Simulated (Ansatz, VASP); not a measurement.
**Two plane-wave programs on Cd4Se**

File INCAR:

```
ALGO = Normal
EDIFF = 1E-6
EDIFFG = -0.04
ENCUT = 600
GGA = PE
IBRION = 2
ISIF = 3
ISMEAR = 0
LASPH = True
LCHARG = False
LREAL = False
LWAVE = False
NELM = 100
NSW = 90
PREC = Accurate
SIGMA = 0.1
```

The input KPOINTS:

```
k-points
0
Gamma
  4 4 6
```

The input POSCAR:

```
Cd4Se
1.0
    6.2231081000      0.0000000000      0.0000000000
    0.0000000000      6.2231081000      0.0000000000
    0.0000000000      0.0000000000      3.7129187700
Cd Se
4 1
Direct
    0.7845576200      0.7845576200      0.0000000000
    0.2154423800      0.2154423800      0.0000000000
    0.2154423800      0.7845576200      0.0000000000
    0.7845576200      0.2154423800      0.0000000000
    0.0000000000      0.0000000000      0.5000000000
```

Input for Ansatz:

```yaml
crystal:
  lattice:
    - [6.2231081, 0.0, 0.0]
    - [0.0, 6.2231081, 0.0]
    - [0.0, 0.0, 3.71291877]
  atoms:
    - { symbol: Cd, position: [0.78455762, 0.78455762, 0.0] }
    - { symbol: Cd, position: [0.21544238, 0.21544238, 0.0] }
    - { symbol: Cd, position: [0.21544238, 0.78455762, 0.0] }
    - { symbol: Cd, position: [0.78455762, 0.21544238, 0.0] }
    - { symbol: Se, position: [0.0, 0.0, 0.5] }
basis:
  ecutwfc: 420
kpoints:
  mp_grid: { grid: [4, 4, 6] }
hamiltonian:
  xc: pbe
scf:
  occupations: { method: gaussian, width: 0.1 }
  lower_state_search: "off"
output:
  forces: true
  stress: true
  eigenvalues: true
relax:
  adjacent_minimum: "off"
  f_tol: 0.04
  max_steps: 70
  cell: { stress_tol: 0.4 }
```

Alike in both runs: task relaxation of cell and atoms; functional PBE; k mesh 4 × 4 × 6; occupations gaussian, width 0.1 eV; no spin polarisation.

|  | VASP | Ansatz |
| --- | --- | --- |
| version | VASP 6.6.1 | Ansatz 0.2.0 |
| potentials or method | VASP PAW PBE potentials, release 64 (Cd, Se), cutoff 600 eV | scalar-relativistic, plane waves, PAW |
| valence electrons in the cell | 54 | 96 |

VASP gave:

```
gap on the k mesh at the Fermi level, each at its own relaxed structure (eV) : none
relaxed volume (Å³/atom)                                                     : 28.72
relaxed cell length with the largest relative difference (Å)                 : 3.823
```

Estimate Ansatz's values.

gap on the k mesh at the Fermi level, each at its own relaxed structure (eV): none; relaxed volume (Å³/atom): 28.43; relaxed cell length with the largest relative difference (Å): 3.807.

A gap of «none» marks a metal or a gap that the smearing closes. VASP's potentials hold 54 valence electrons a cell and Ansatz's 96, so a difference there can come from the potentials and not from the codes.
